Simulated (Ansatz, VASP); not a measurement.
**CaSe: VASP beside Ansatz**

```
Ca Se
1.0
     4.13168    0.00000    0.00000
    -2.06584    3.57814    0.00000
     0.00000    0.00000    7.16250
Ca Se
2 2
Direct
  0.00000 0.00000 0.00000
  0.00000 0.00000 0.50000
  0.33333 0.66667 0.25000
  0.66667 0.33333 0.75000
```

Alike in both runs: task single point; functional r2SCAN; k mesh 6 × 6 × 4; no spin polarisation.

|  | VASP | Ansatz |
| --- | --- | --- |
| version | VASP 6.6.1 | Ansatz 0.2.0 |
| potentials or method | VASP PAW PBE potentials, release 64 (Ca_sv, Se) | plane waves, PAW |
| plane-wave cutoff (eV) | 520 | 500 |
| occupations | gaussian, width 0.01 eV | fixed |
| valence electrons in the cell | 32 | 52 |

Ansatz gave:

```
gap on the k mesh at the Fermi level (eV) : 2.68
```

**Question.** Estimate VASP's values.

**Answer.** gap on the k mesh at the Fermi level (eV): 2.69.

VASP's potentials were made for PBE, not for r2SCAN. VASP's potentials hold 32 valence electrons a cell and Ansatz's 52, so a difference there can come from the potentials and not from the codes.
